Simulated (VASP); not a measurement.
# Ca7CrO8 (Fm-3m) in VASP: notebook, part 2 of 2

VASP 6.6.1. The steps go on from the part before.

### Step 4. Single point, PBEsol, collinear spin, ferromagnetic start

Input file INCAR:

```
ALGO = Normal ; EDIFF = 1E-6
ENCUT = 600 ; GGA = PS
GGA_COMPAT = False ; ISIF = 2
ISMEAR = 0 ; ISPIN = 2
LASPH = True ; LCHARG = False
LMAXMIX = 4 ; LORBIT = 11
LREAL = False ; LWAVE = False
MAGMOM = 4 0 0 0 0 0 0 0 0 0 0 0 0 0 0 0 ; NBANDS = 83
NELM = 200 ; PREC = Accurate
SIGMA = 0.05
```

Input file KPOINTS:

```
k-points
0
Gamma
  3 3 3
```

Input file POSCAR:

```
Ca7CrO8
1.0
    0.0000000000      4.8150000000      4.8150000000
    4.8150000000      0.0000000000      4.8150000000
    4.8150000000      4.8150000000      0.0000000000
Cr Ca O
1 7 8
Direct
    0.0000000000      1.0000000000      1.0000000000
    0.0000000000      0.0000000000      0.5000000000
    0.0000000000      0.5000000000      0.0000000000
    0.0000000000      0.5000000000      0.5000000000
    0.5000000000      0.0000000000      0.0000000000
    0.5000000000      0.0000000000      0.5000000000
    0.5000000000      0.5000000000      0.0000000000
    0.5000000000      0.5000000000      0.5000000000
    0.2500000000      0.2500000000      0.2500000000
    0.2468930881      0.2468930881      0.7531069119
    0.2468930881      0.7531069119      0.2468930881
    0.2468930881      0.7531069119      0.7531069119
    0.7531069119      0.2468930881      0.2468930881
    0.7531069119      0.2468930881      0.7531069119
    0.7531069119      0.7531069119      0.2468930881
    0.7500000000      0.7500000000      0.7500000000
```

The run is started by

```console
$ cat potpaw_PBE.64/Cr_pv/POTCAR potpaw_PBE.64/Ca_sv/POTCAR potpaw_PBE.64/O/POTCAR > POTCAR
$ mpirun -np 1 vasp_std > vasp.out
```

Wall time 17 min (1 thread of Intel Xeon 8259CL, shared host); peak memory 0.59 GiB.

Results (log left out):

| Property | Result |
| --- | --- |
| Free energy | -110.6633 eV |
| Pressure | -6.6 GPa |
| Largest force | 0.128 eV/Å |
| Band gap on the k mesh | zero (filled and empty bands overlap) |
| Net moment | 4.00 μB per cell |
| Site moments | Cr +3.61; Ca +0.00, +0.01 (each value once); O +0.00, -0.00 (each value once) μB |
| Valence electrons inside the program's atomic spheres | Cr 10.33; Ca 8.21, 8.20 (each value once); O 4.97, 4.95 (each value once) |

Forces in eV/Å, atoms in the order of the input:
```
Cr   0.000  0.000  0.000
Ca   0.000  0.000  0.000
Ca   0.000  0.000  0.000
Ca   0.000  0.000  0.000
Ca   0.000  0.000  0.000
Ca   0.000  0.000  0.000
Ca   0.000  0.000  0.000
Ca   0.000  0.000  0.000
O    0.000  0.000  0.000
O    0.000  0.000 -0.128
O    0.000 -0.128  0.000
O    0.128  0.000  0.000
O   -0.128  0.000  0.000
O    0.000  0.128  0.000
O    0.000  0.000  0.128
O    0.000  0.000  0.000
```

Levels at points of the mesh, in eV from the Fermi level:
Spin up:
| k point | band 64 | band 65 | band 66 | band 67 | band 68 | band 69 | band 70 | band 71 |
| --- | --- | --- | --- | --- | --- | --- | --- | --- |
| (0.00, 0.00, 0.00) | -1.50 | -1.50 | -1.50 | -0.06 | -0.06 | 1.23 | 1.46 | 1.46 |
Spin down:
| k point | band 60 | band 61 | band 62 | band 63 | band 64 | band 65 | band 66 | band 67 |
| --- | --- | --- | --- | --- | --- | --- | --- | --- |
| (0.00, 0.00, 0.00) | -3.07 | -2.68 | -2.68 | -2.68 | 0.71 | 0.71 | 0.71 | 1.56 |

Caveat: the k points lie up to 0.38 Å⁻¹ apart; the PAW data sets were made with another functional, which shifts forces and pressure a little; a cell with one magnetic atom can't hold antiferromagnetic order, which such compounds often take; semilocal functionals often make such compounds metallic where correlation or magnetic order opens a gap, which also shifts bond lengths. With open d or f shells a metallic result of PBEsol can be an artefact of self-interaction; +U or a hybrid may open a gap.

### Step 5. Single point, PBEsol, collinear spin, ferromagnetic start

Input file INCAR:

```
SYSTEM = Ca7CrO8
ALGO     = Normal         ! electronic algorithm
EDIFF    = 1E-6           ! SCF threshold, eV
ENCUT    = 600            ! plane-wave cutoff, eV
GGA      = PS             ! functional
GGA_COMPAT= .False.      
ISIF     = 2              ! what is computed and relaxed
ISMEAR   = 0              ! smearing method
ISPIN    = 2              ! spin polarisation
LASPH    = .True.         ! aspherical terms in the spheres
LCHARG   = .False.        ! write CHGCAR
LMAXMIX  = 4              ! l up to which the mixer works
LORBIT   = 11             ! projections on sites
LREAL    = .False.        ! projectors in reciprocal space
LWAVE    = .False.        ! write WAVECAR
MAGMOM   = 4 0 0 0 0 0 0 0 0 0 0 0 0 0 0 0 ! initial moments
NBANDS   = 83             ! bands
NELM     = 200            ! most SCF steps
PREC     = Accurate       ! precision mode
SIGMA    = 0.05           ! smearing width, eV
```

Input file KPOINTS:

```
k-points
0
Gamma
  3 3 3
  0 0 0
```

POSCAR is that of step 4.

Potentials or basis: VASP PAW PBE potentials, release 64 (Cr_pv, Ca_sv, O).

The run is started by

```console
$ cat potpaw_PBE.64/Cr_pv/POTCAR potpaw_PBE.64/Ca_sv/POTCAR potpaw_PBE.64/O/POTCAR > POTCAR
$ mpirun -np 1 vasp_std > vasp.out
```

OUTCAR:

```text
SYSTEM = Ca7CrO8
   EDIFF = 1E-6
   ENCUT = 600
   GGA = PS
   ISIF = 2
   ISMEAR = 0
   ISPIN = 2
   LASPH = .True.
   LORBIT = 11
   LREAL = .False.
   NELM = 200
   PREC = Accurate

 ion  position               nearest neighbor table
   1  0.000  0.000  0.000-  10 2.38  11 2.38  12 2.38  13 2.38  14 2.38  15 2.38
   2  0.000  0.000  0.500-   9 2.41  16 2.41  12 2.41  13 2.41  14 2.41  11 2.41
   3  0.000  0.500  0.000-   9 2.41  16 2.41  12 2.41  13 2.41  15 2.41  10 2.41
   4  0.000  0.500  0.500-   9 2.41  16 2.41  11 2.41  14 2.41  15 2.41  10 2.41
   5  0.500  0.000  0.000-   9 2.41  16 2.41  11 2.41  14 2.41  15 2.41  10 2.41
   6  0.500  0.000  0.500-   9 2.41  16 2.41  12 2.41  13 2.41  15 2.41  10 2.41
[... 8 lines left out ...]
  15  0.753  0.753  0.247-   1 2.38   3 2.41   4 2.41   5 2.41   6 2.41   8 2.44
  16  0.750  0.750  0.750-   2 2.41   3 2.41   4 2.41   5 2.41   6 2.41   7 2.41

  LATTYP: Found a face centered cubic cell.
 ALAT       =     9.6300000000

  Lattice vectors:

 A1 = (   0.0000000000,   4.8150000000,   4.8150000000)
 A2 = (   4.8150000000,   0.0000000000,   4.8150000000)
 A3 = (   4.8150000000,   4.8150000000,   0.0000000000)

Analysis of symmetry for initial positions (statically):
=====================================================================
 Subroutine PRICEL returns:
 Original cell was already a primitive cell.

 Routine SETGRP: Setting up the symmetry group for a
 face centered cubic supercell.

 Subroutine GETGRP returns: Found 48 space group operations
 (whereof 48 operations were pure point group operations)
 out of a pool of 48 trial point group operations.

The static configuration has the point symmetry O_h .

Analysis of symmetry for dynamics (positions and initial velocities):
=====================================================================
 Subroutine PRICEL returns:
 Original cell was already a primitive cell.

[... 503 lines left out ...]
     76       8.6668      0.00000
     77       8.7616      0.00000
 Fermi energy:         4.8817726050

 spin component 2

 k-point     1 :       0.0000    0.0000    0.0000
  band No.  band energies     occupation
      1     -35.8394      1.00000
      2     -35.8394      1.00000
      3     -35.8394      1.00000
      4     -35.5151      1.00000
      5     -35.0865      1.00000
      6     -35.0197      1.00000
[... 309 lines left out ...]
     76       8.7421      0.00000
     77       8.9481      0.00000
 [bands above 77 left out]

------------------------ aborting loop because EDIFF is reached ----------------------------------------

  FORCE on cell =-STRESS in cart. coord.  units (eV):
  Direction    XX          YY          ZZ          XY          YZ          ZX
  --------------------------------------------------------------------------------------
  -------------------------------------------------------------------------------------
  Total       -9.1864313     -9.1864313     -9.1864313     -0.0000000      0.0000000     -0.0000000
  in kB      -65.9232403    -65.9232403    -65.9232403     -0.0000000      0.0000000     -0.0000000
  external PRESSURE =     -65.9232403 kB  Pullay stress =       0.0000000 kB

 VOLUME and BASIS-vectors are now :
 -----------------------------------------------------------------------------
  energy-cutoff  :      600.00
  volume of cell :      223.26
      direct lattice vectors                 reciprocal lattice vectors
     0.000000000  4.815000000  4.815000000    -0.103842160  0.103842160  0.103842160
     4.815000000  0.000000000  4.815000000     0.103842160 -0.103842160  0.103842160
     4.815000000  4.815000000  0.000000000     0.103842160  0.103842160 -0.103842160

 POSITION                                       TOTAL-FORCE (eV/Angst)
 -----------------------------------------------------------------------------------
      0.00000      0.00000      0.00000         0.000000      0.000000     -0.000000
      2.40750      2.40750      0.00000         0.000000      0.000000     -0.000000
      2.40750      0.00000      2.40750         0.000000     -0.000000     -0.000000
      4.81500      2.40750      2.40750         0.000000     -0.000000     -0.000000
      0.00000      2.40750      2.40750         0.000000      0.000000     -0.000000
      2.40750      4.81500      2.40750         0.000000     -0.000000     -0.000000
[... 8 lines left out ...]
      4.81500      4.81500      7.25242         0.000000      0.000000      0.128280
      7.22250      7.22250      7.22250         0.000000      0.000000     -0.000000
 -----------------------------------------------------------------------------------
    total drift:                                0.000000      0.000000      0.000000

  FREE ENERGIE OF THE ION-ELECTRON SYSTEM (eV)
  ---------------------------------------------------
  free  energy   TOTEN  =      -110.6632856391 eV

  energy  without entropy=     -110.6565208100  energy(sigma->0) =     -110.65990322

 total charge

# of ion       s       p       d       tot
------------------------------------------
    1        0.169   6.130   4.032  10.331
    2        2.040   5.876   0.297   8.213
    3        2.040   5.876   0.297   8.213
    4        2.040   5.876   0.297   8.213
    5        2.040   5.876   0.297   8.213
    6        2.040   5.876   0.297   8.213
[... 8 lines left out ...]
   15        1.543   3.405   0.000   4.948
   16        1.541   3.430   0.000   4.971
--------------------------------------------------
tot         26.789  74.543   6.106 107.438

 magnetization (x)

# of ion       s       p       d       tot
------------------------------------------
    1        0.025   0.022   3.565   3.611
    2        0.000  -0.000   0.004   0.004
    3        0.000  -0.000   0.004   0.004
    4        0.000  -0.000   0.004   0.004
    5        0.000  -0.000   0.004   0.004
    6        0.000  -0.000   0.004   0.004
[... 8 lines left out ...]
   15        0.002  -0.005   0.000  -0.003
   16        0.000   0.000   0.000   0.000
--------------------------------------------------
tot          0.041  -0.008   3.599   3.631
```

OSZICAR:

```text
N       E                     dE             d eps       ncg     rms          rms(c)
DAV:   1     0.169448394027E+04    0.16945E+04   -0.71446E+04  1328   0.180E+03
DAV:   2     0.838337044324E+02   -0.16107E+04   -0.15540E+04  1385   0.530E+02
[... 18 lines left out ...]
DAV:  21    -0.110663178865E+03    0.12170E-05   -0.49835E-05  1728   0.260E-02    0.294E+00
DAV:  22    -0.110663209641E+03   -0.30777E-04   -0.58339E-05  1544   0.314E-02    0.253E+00
DAV:  23    -0.110663260307E+03   -0.50665E-04   -0.10602E-04  1560   0.429E-02    0.138E+00
DAV:  24    -0.110663278394E+03   -0.18087E-04   -0.59557E-05  1648   0.270E-02    0.911E-01
DAV:  25    -0.110663285049E+03   -0.66554E-05   -0.74749E-06  1584   0.124E-02    0.716E-01
DAV:  26    -0.110663285639E+03   -0.59001E-06   -0.70167E-06  1480   0.107E-02
   1 F= -.11066329E+03 E0= -.11065990E+03  d E =-.676483E-02  mag=     3.9997
```

It took 16 min on 1 thread of Intel Xeon 8259CL, shared host; peak memory 0.6 GiB.

Results:

```
Free energy                                           : -110.6633 eV
Pressure                                              : -6.6 GPa
Largest force                                         : 0.128 eV/Å
Band gap on the k mesh                                : zero (filled and empty bands overlap)
Net moment                                            : 4.00 μB per cell
Site moments                                          : Cr +3.61; Ca +0.00, +0.01 (each value once); O +0.00, -0.00 (each value once) μB
Valence electrons inside the program's atomic spheres : Cr 10.33; Ca 8.21, 8.20 (each value once); O 4.97, 4.95 (each value once)
```

Forces on the atoms (eV/Å):
```
Cr   0.000  0.000  0.000
Ca   0.000  0.000  0.000
Ca   0.000  0.000  0.000
Ca   0.000  0.000  0.000
Ca   0.000  0.000  0.000
Ca   0.000  0.000  0.000
Ca   0.000  0.000  0.000
Ca   0.000  0.000  0.000
O    0.000  0.000  0.000
O    0.000  0.000 -0.128
O    0.000 -0.128  0.000
O    0.128  0.000  0.000
O   -0.128  0.000  0.000
O    0.000  0.128  0.000
O    0.000  0.000  0.128
O    0.000  0.000  0.000
```

Caveat: the k points lie up to 0.38 Å⁻¹ apart; the PAW data sets were made with another functional, which shifts forces and pressure a little; a cell with one magnetic atom can't hold antiferromagnetic order, which such compounds often take; semilocal functionals often make such compounds metallic where correlation or magnetic order opens a gap, which also shifts bond lengths.

### Step 6. Summary

```tsv
spin	fixed moment (μB)	gap on the mesh (eV)	pressure (GPa)	moment (μB)	largest force (eV/Å)
off	-	none	-9.1	-	0.51
collinear, zero start	0.0	-	-9.0	0.00	0.51
collinear, ferromagnetic start	-	none	-6.6	4.00	0.13
```

Alike in all rows: task single point; level PBEsol; potentials or basis VASP PAW PBE potentials, release 64 (Cr_pv, Ca_sv, O); cell as given; k mesh 3 × 3 × 3; cutoff (eV) 600; smearing gaussian 0.05 eV.

Caveats: all runs use coarse meshes; the PAW data sets were made with another functional, which shifts forces and pressure a little; semilocal functionals often make such compounds metallic where correlation or magnetic order opens a gap, which also shifts bond lengths (at least some runs); the total moment is fixed, so each spin has its own Fermi level (at least some runs); a cell with one magnetic atom can't hold antiferromagnetic order, which such compounds often take (at least some runs).

Total energies depend on the potentials used, so only differences within one code and one set of settings carry meaning.
